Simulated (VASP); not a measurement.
# CdS (F-43m) in VASP: a series of runs

CdS is run at these levels: PBEsol; tasks: single point.

Program: VASP 6.6.1. These are calculated values, not measurements. Logs are shortened: lines on timing, memory, paths and dates and some standing lists are left out, and cuts for length are marked.

## (1) The cell of the first run

Symmetry: F-43m, No. 216, cubic system. Conventional cell: a = 5.823 Å, b = 5.823 Å, c = 5.823 Å, α = 90.00°, β = 90.00°, γ = 90.00°. Within 3.3 Å of Cd (site symmetry -43m) lie 4 S at 2.52 Å. S (site symmetry -43m) has 4 Cd at 2.52 Å within 3.3 Å.

## (2) Single point, PBEsol

INCAR

```
SYSTEM = CdS
PREC = Accurate
ENCUT = 500
EDIFF = 1E-6
ISMEAR = 0
SIGMA = 0.05
LREAL = .False.
LASPH = .True.
NELM = 120
ALGO = Normal
ISIF = 2
LWAVE = .False.
LCHARG = .False.
GGA = PS
NBANDS = 16
GGA_COMPAT = .False.
```

KPOINTS

```
regular mesh
0
Gamma
  6 6 6
  0 0 0
```

POSCAR

```
CdS
1.0
    0.0000000000      2.9116385292      2.9116385292
    2.9116385292      0.0000000000      2.9116385292
    2.9116385292      2.9116385292      0.0000000000
Cd S
1 1
Direct
    0.0000000000      0.0000000000      0.0000000000
    0.2500000000      0.2500000000      0.2500000000
```

Potentials or basis: VASP PAW PBE potentials, release 64 (Cd, S).

The run is started by

```sh
$ cat potpaw_PBE.64/Cd/POTCAR potpaw_PBE.64/S/POTCAR > POTCAR
$ mpirun -np 1 vasp_std > vasp.out
```

OUTCAR:

```text
SYSTEM = CdS
   PREC = Accurate
   ENCUT = 500
   EDIFF = 1E-6
   ISMEAR = 0
   LREAL = .False.
   LASPH = .True.
   NELM = 120
   ISIF = 2
   GGA = PS

 ion  position               nearest neighbor table
   1  0.000  0.000  0.000-   2 2.52   2 2.52   2 2.52   2 2.52
   2  0.250  0.250  0.250-   1 2.52   1 2.52   1 2.52   1 2.52

  LATTYP: Found a face centered cubic cell.
 ALAT       =     5.8232770584

  Lattice vectors:

 A1 = (   0.0000000000,   2.9116385292,   2.9116385292)
 A2 = (   2.9116385292,   0.0000000000,   2.9116385292)
 A3 = (   2.9116385292,   2.9116385292,   0.0000000000)

Analysis of symmetry for initial positions (statically):
=====================================================================
 Subroutine PRICEL returns:
 Original cell was already a primitive cell.

 Routine SETGRP: Setting up the symmetry group for a
 face centered cubic supercell.

 Subroutine GETGRP returns: Found 24 space group operations
 (whereof 24 operations were pure point group operations)
 out of a pool of 48 trial point group operations.

The static configuration has the point symmetry T_d .

Analysis of symmetry for dynamics (positions and initial velocities):
=====================================================================
 Subroutine PRICEL returns:
 Original cell was already a primitive cell.

 Routine SETGRP: Setting up the symmetry group for a
 face centered cubic supercell.

 Subroutine GETGRP returns: Found 24 space group operations
 (whereof 24 operations were pure point group operations)
 out of a pool of 48 trial point group operations.

The dynamic configuration has the point symmetry T_d .

 Subroutine INISYM returns: Found 24 space group operations
 (whereof 24 operations are pure point group operations),
 and found     1 'primitive' translations

----------------------------------------------------------------------------------------

                                     Primitive cell

  volume of cell :      49.3676

  direct lattice vectors                    reciprocal lattice vectors
     0.000000000  2.911638529  2.911638529    -0.171724613  0.171724613  0.171724613
     2.911638529  0.000000000  2.911638529     0.171724613 -0.171724613  0.171724613
     2.911638529  2.911638529  0.000000000     0.171724613  0.171724613 -0.171724613

  length of vectors
     4.117678697  4.117678697  4.117678697     0.297435755  0.297435755  0.297435755

  position of ions in fractional coordinates (direct lattice)
     0.000000000  0.000000000  0.000000000
     0.250000000  0.250000000  0.250000000

  ion indices of the primitive-cell ions
   primitive index   ion index
                 1           1
                 2           2

----------------------------------------------------------------------------------------

 KPOINTS: regular mesh

Automatic generation of k-mesh.
 Grid dimensions read from file:
 generate k-points for:    6    6    6

 Generating k-lattice:

  Cartesian coordinates                     Fractional coordinates (reciprocal lattice)
    -0.028620769  0.028620769  0.028620769     0.166666667  0.000000000  0.000000000
     0.028620769 -0.028620769  0.028620769     0.000000000  0.166666667  0.000000000
     0.028620769  0.028620769 -0.028620769     0.000000000  0.000000000  0.166666667

  Length of vectors
     0.049572626  0.049572626  0.049572626

  Shift w.r.t. Gamma in fractional coordinates (k-lattice)
     0.000000000  0.000000000  0.000000000

 Subroutine IBZKPT returns following result:
 ===========================================

 Found     16 irreducible k-points:

 Following reciprocal coordinates:
            Coordinates               Weight
  0.000000  0.000000  0.000000      1.000000
  0.166667  0.000000  0.000000      8.000000
  0.333333  0.000000  0.000000      8.000000
  0.500000  0.000000  0.000000      4.000000
  0.166667  0.166667  0.000000      6.000000
  0.333333  0.166667  0.000000     24.000000
[... 8 lines left out ...]
 -0.333333  0.333333  0.166667     24.000000
 -0.333333  0.500000  0.166667     12.000000
   k-points           NKPTS =     16   k-points in BZ     NKDIM =     16   number of bands    NBANDS=     16
   number of dos      NEDOS =    301   number of ions     NIONS =      2
   total plane-waves  NPLWV =  27000
   dimension x,y,z NGX =    30 NGY =   30 NGZ =   30
   dimension x,y,z NGXF=    60 NGYF=   60 NGZF=   60
   ions per type =               1   1
   NGX,Y,Z   is equivalent  to a cutoff of  12.11, 12.11, 12.11 a.u.
   NGXF,Y,Z  is equivalent  to a cutoff of  24.22, 24.22, 24.22 a.u.
 SYSTEM =  CdS
   PREC   = accura    normal or accurate (medium, high low for compatibility)
   ISTART =      0    job   : 0-new  1-cont  2-samecut
   ICHARG =      2    charge: 1-file 2-atom 10-const
   ISPIN  =      1    spin polarized calculation?
   LNONCOLLINEAR =      F non collinear calculations
   LSORBIT =      F    spin-orbit coupling
   LASPH  =      T    aspherical Exc in radial PAW
   ENCUT  =  500.0 eV  36.75 Ry    6.06 a.u.   7.51  7.51  7.51*2*pi/ulx,y,z
   NELM   =    120;   NELMIN=  2; NELMDL= -5     # of ELM steps
   EDIFF  = 0.1E-05   stopping-criterion for ELM
   LREAL  =      F    real-space projection
[... 7 lines left out ...]
   TEBEG  =    0.0;   TEEND  =   0.0 temperature during run
   PSTRESS=    0.0 pullay stress
   NELECT =      18.0000    total number of electrons
   NUPDOWN=      -1.0000    fix difference up-down
   EMIN   =  10.00;   EMAX   =-10.00  energy-range for DOS
   EFERMI =   0.00;   METHOD = LEGACY
   ISMEAR =     0;   SIGMA  =   0.05  broadening in eV -4-tet -1-fermi 0-gaus
   EFERMI_NEDOS =   21; number of points for ismear=-14 and -15
   IALGO  =     38    algorithm
   IMIX   =      4    mixing-type and parameters
     AMIX     =   0.40;   BMIX     =  1.00
     AMIX_MAG =   1.60;   BMIX_MAG =  1.00
  volume/ion in A,a.u.               =      24.68       166.57
  Fermi-wavevector in a.u.,A,eV,Ry     =   1.169548  2.210126 18.610641  1.367844
  Thomas-Fermi vector in A             =   2.306020
   LORBIT       =      0    0 simple, 1 ext, 2 COOP (PROOUT), +10 PAW based schemes
   GGA     = PS    functional components
   LHFCALC =     F    Hartree Fock is set to
   AEXX    =    0.0000 exact exchange contribution
   IVDW    =     0    specifies the selected vdW correction
   LEPSILON=     F    determine dielectric tensor
   LRPA    =     F    only Hartree local field effects (RPA)
 non-spin polarized calculation
 Gauss-broadening in eV      SIGMA  =   0.05
  energy-cutoff  :      500.00
  volume of cell :       49.37
 maximum number of plane-waves:      1272
   NGX = 15   NGY = 15   NGZ = 15

 number of electron      18.0000005 magnetization

 Free energy of the ion-electron system (eV)
  ---------------------------------------------------
  ext. energy  EPLUGINS =         0.00000000
  ---------------------------------------------------
  free energy    TOTEN  =        -6.81039009 eV

  energy without entropy =       -6.81039009  energy(sigma->0) =       -6.81039009

 E-fermi :   1.4877     XC(G=0):  -9.4008

 val. band max:        1.2580263998   @ k =   0.0000   0.0000   0.0000
 cond. band min:       2.2750255685   @ k =   0.0000   0.0000   0.0000
 fundamental gap:      1.0169991687
 Fermi energy:         1.4877240124

 k-point     1 :       0.0000    0.0000    0.0000
  band No.  band energies     occupation
      1     -11.1578      2.00000
      2      -6.4926      2.00000
      3      -6.4926      2.00000
      4      -6.4926      2.00000
      5      -5.9977      2.00000
      6      -5.9977      2.00000
[... 8 lines left out ...]
     15      12.7101      0.00000
     16      12.7101      0.00000

 k-point     2 :       0.1667    0.0000    0.0000
  band No.  band energies     occupation
      1     -11.0474      2.00000
      2      -6.4539      2.00000
      3      -6.4539      2.00000
      4      -6.3946      2.00000
      5      -5.9987      2.00000
      6      -5.9987      2.00000
[... 8 lines left out ...]
     15      11.8763      0.00000
     16      12.8985      0.00000

 k-point     3 :       0.3333    0.0000    0.0000
  band No.  band energies     occupation
      1     -10.8250      2.00000
      2      -6.3908      2.00000
      3      -6.3908      2.00000
      4      -6.0196      2.00000
      5      -5.9809      2.00000
      6      -5.9809      2.00000
[... 8 lines left out ...]
     15      12.2993      0.00000
     16      12.2993      0.00000

 k-point     4 :       0.5000    0.0000    0.0000
  band No.  band energies     occupation
      1     -10.7143      2.00000
      2      -6.3692      2.00000
      3      -6.3692      2.00000
      4      -5.9591      2.00000
      5      -5.9591      2.00000
      6      -5.6121      2.00000
[... 8 lines left out ...]
     15      13.7735      0.00000
     16      13.7735      0.00000

 k-point     5 :       0.1667    0.1667    0.0000
  band No.  band energies     occupation
      1     -11.0110      2.00000
      2      -6.4169      2.00000
      3      -6.4142      2.00000
      4      -6.4142      2.00000
      5      -6.0238      2.00000
      6      -5.9753      2.00000
[... 8 lines left out ...]
     15      12.8884      0.00000
     16      14.5135      0.00000

 k-point     6 :       0.3333    0.1667    0.0000
  band No.  band energies     occupation
      1     -10.8270      2.00000
      2      -6.3743      2.00000
      3      -6.3387      2.00000
      4      -6.1840      2.00000
      5      -5.9773      2.00000
      6      -5.9551      2.00000
[... 8 lines left out ...]
     15      13.0895      0.00000
     16      14.0926      0.00000
[... 115 lines left out ...]
 k-point    13 :       0.5000    0.5000    0.0000
  band No.  band energies     occupation
      1     -10.5775      2.00000
      2      -6.2802      2.00000
      3      -6.1334      2.00000
      4      -6.1334      2.00000
      5      -5.9076      2.00000
      6      -5.5486      2.00000
[... 8 lines left out ...]
     15      13.6087      0.00000
     16      14.7222      0.00000

 k-point    14 :       0.5000    0.3333    0.1667
  band No.  band energies     occupation
      1     -10.6832      2.00000
      2      -6.2993      2.00000
      3      -6.2916      2.00000
      4      -6.1012      2.00000
      5      -5.9574      2.00000
      6      -5.7079      2.00000
[... 8 lines left out ...]
     15      14.2084      0.00000
     16      14.4583      0.00000

 k-point    15 :      -0.3333    0.3333    0.1667
  band No.  band energies     occupation
      1     -10.6131      2.00000
      2      -6.2962      2.00000
      3      -6.2508      2.00000
      4      -6.0417      2.00000
      5      -5.9797      2.00000
      6      -5.4302      2.00000
[... 8 lines left out ...]
     15      13.6446      0.00000
     16      14.5666      0.00000

 k-point    16 :      -0.3333    0.5000    0.1667
  band No.  band energies     occupation
      1     -10.5788      2.00000
      2      -6.2620      2.00000
      3      -6.2123      2.00000
      4      -6.0798      2.00000
      5      -5.9550      2.00000
      6      -5.3988      2.00000
[... 8 lines left out ...]
     15      14.4513      0.00000
     16      14.4794      0.00000

------------------------ aborting loop because EDIFF is reached ----------------------------------------

  FORCE on cell =-STRESS in cart. coord.  units (eV):
  Direction    XX          YY          ZZ          XY          YZ          ZX
  --------------------------------------------------------------------------------------
  -------------------------------------------------------------------------------------
  Total        0.1318696      0.1318696      0.1318696      0.0000000      0.0000000     -0.0000000
  in kB        4.2796960      4.2796960      4.2796960      0.0000000      0.0000000     -0.0000000
  external PRESSURE =       4.2796960 kB  Pullay stress =       0.0000000 kB

 VOLUME and BASIS-vectors are now :
 -----------------------------------------------------------------------------
  energy-cutoff  :      500.00
  volume of cell :       49.37
      direct lattice vectors                 reciprocal lattice vectors
     0.000000000  2.911638529  2.911638529    -0.171724613  0.171724613  0.171724613
     2.911638529  0.000000000  2.911638529     0.171724613 -0.171724613  0.171724613
     2.911638529  2.911638529  0.000000000     0.171724613  0.171724613 -0.171724613

 POSITION                                       TOTAL-FORCE (eV/Angst)
 -----------------------------------------------------------------------------------
      0.00000      0.00000      0.00000         0.000000      0.000000     -0.000000
      1.45582      1.45582      1.45582        -0.000000     -0.000000      0.000000
 -----------------------------------------------------------------------------------
    total drift:                               -0.000000     -0.000000      0.000000

  FREE ENERGIE OF THE ION-ELECTRON SYSTEM (eV)
  ---------------------------------------------------
  free  energy   TOTEN  =        -6.8103900881 eV

  energy  without entropy=       -6.8103900881  energy(sigma->0) =       -6.81039009
```

Wall time 35 s (1 thread of Intel Xeon 8259CL, shared host); peak memory 0.17 GiB.

What came out:

- Free energy: -6.8104 eV
- Pressure: 0.4 GPa
- Band gap on the k mesh: 1.02 eV

Levels at points of the mesh, in eV from the valence-band top:
```tsv
k point	band 6	band 7	band 8	band 9	band 10	band 11	band 12	band 13
(0.00, 0.00, 0.00)	-7.26	0.00	0.00	0.00	1.02	6.44	6.44	6.44
(0.50, 0.00, 0.00)	-6.87	-4.51	-0.77	-0.77	2.90	6.91	6.91	7.34
(0.50, 0.50, 0.00)	-6.81	-4.04	-1.93	-1.93	3.38	4.25	9.10	10.70
```

Caveat: the PAW data sets were made with another functional, which shifts forces and pressure a little.

## (3) Single point, PBEsol

This run uses another cell than the first one, of 26.89 Å³/atom.

INCAR

```
ALGO = Normal
EDIFF = 1E-6
ENCUT = 500
GGA = PS
GGA_COMPAT = F
ISIF = 2
ISMEAR = 0
LASPH = T
LCHARG = F
LREAL = F
LWAVE = F
NBANDS = 16
NELM = 120
PREC = Accurate
SIGMA = 0.05
```

KPOINTS

```
k-points
0
Gamma
  6 6 6
```

POSCAR

```
CdS
1.0
    0.0000000000      2.9961014869      2.9961014869
    2.9961014869      0.0000000000      2.9961014869
    2.9961014869      2.9961014869      0.0000000000
Cd S
1 1
Direct
    0.0000000000      0.0000000000      0.0000000000
    0.2500000000      0.2500000000      0.2500000000
```

Potentials or basis: VASP PAW PBE potentials, release 64 (Cd, S).

The run is started by

```sh
$ cat potpaw_PBE.64/Cd/POTCAR potpaw_PBE.64/S/POTCAR > POTCAR
$ mpirun -np 1 vasp_std > vasp.out
```

OUTCAR:

```text
EDIFF = 1E-6
   ENCUT = 500
   GGA = PS
   ISIF = 2
   ISMEAR = 0
   LASPH = T
   LREAL = F
   NELM = 120
   PREC = Accurate

 ion  position               nearest neighbor table
   1  0.000  0.000  0.000-   2 2.59   2 2.59   2 2.59   2 2.59
   2  0.250  0.250  0.250-   1 2.59   1 2.59   1 2.59   1 2.59

  LATTYP: Found a face centered cubic cell.
 ALAT       =     5.9922029738

  Lattice vectors:

 A1 = (   0.0000000000,   2.9961014869,   2.9961014869)
[... 479 lines left out ...]
------------------------ aborting loop because EDIFF is reached ----------------------------------------

  FORCE on cell =-STRESS in cart. coord.  units (eV):
  Direction    XX          YY          ZZ          XY          YZ          ZX
  --------------------------------------------------------------------------------------
  -------------------------------------------------------------------------------------
  Total       -1.3524913     -1.3524913     -1.3524913     -0.0000000      0.0000000     -0.0000000
  in kB      -40.2851974    -40.2851974    -40.2851974     -0.0000000      0.0000000     -0.0000000
  external PRESSURE =     -40.2851974 kB  Pullay stress =       0.0000000 kB

 VOLUME and BASIS-vectors are now :
 -----------------------------------------------------------------------------
  energy-cutoff  :      500.00
  volume of cell :       53.79
      direct lattice vectors                 reciprocal lattice vectors
     0.000000000  2.996101487  2.996101487    -0.166883533  0.166883533  0.166883533
     2.996101487  0.000000000  2.996101487     0.166883533 -0.166883533  0.166883533
     2.996101487  2.996101487  0.000000000     0.166883533  0.166883533 -0.166883533

 POSITION                                       TOTAL-FORCE (eV/Angst)
 -----------------------------------------------------------------------------------
      0.00000      0.00000      0.00000         0.000000      0.000000      0.000000
      1.49805      1.49805      1.49805        -0.000000     -0.000000     -0.000000
 -----------------------------------------------------------------------------------
    total drift:                                0.000000      0.000000     -0.000000

  FREE ENERGIE OF THE ION-ELECTRON SYSTEM (eV)
  ---------------------------------------------------
  free  energy   TOTEN  =        -6.7566117766 eV

  energy  without entropy=       -6.7566117766  energy(sigma->0) =       -6.75661178
```

It took 24 s on 1 thread of Intel Xeon 8259CL, shared host; peak memory 0.18 GiB.

What came out:

| Quantity | Value |
| --- | --- |
| Free energy | -6.7566 eV |
| Pressure | -4.0 GPa |
| Band gap on the k mesh | 0.84 eV |

Caveat: the cell stands under tension; the PAW data sets were made with another functional, which shifts forces and pressure a little.

[end of part 1 of 2]
